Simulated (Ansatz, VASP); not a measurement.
# Pb: VASP beside Ansatz

```
Pb
1.0
     0.00000    2.50759    2.50759
     2.50759    0.00000    2.50759
     2.50759    2.50759    0.00000
Pb
1
Cartesian
  0.0000 0.0000 0.0000
```

Change from the starting cell: volume scaled by 1.04.

Alike in both runs: task single point; functional RPBE; dispersion D3(BJ); k mesh 7 × 7 × 7; occupations fermi-dirac, width 0.025 eV; non-collinear spin, spin-orbit coupling.

|  | VASP | Ansatz |
| --- | --- | --- |
| version | VASP 6.6.1 | Ansatz 0.2.0 |
| potentials or method | VASP PAW PBE potentials, release 64 (Pb_d), cutoff 520 eV | all-electron LAPW, relativistic spinors |

VASP gave:

```
pressure (GPa)           : -16.7
net moment per atom (μB) : 0.00
```

Question: Which values does Ansatz return?

Answer: Pressure (GPa): -16.8; net moment per atom (μB): 0.00.

VASP's potentials were made for PBE, not for RPBE. Ansatz ran all-electron here, and VASP with PAW potentials.

Noted on Ansatz's run: the k mesh is thin for a metal, which can move the energy by tens of meV per atom.
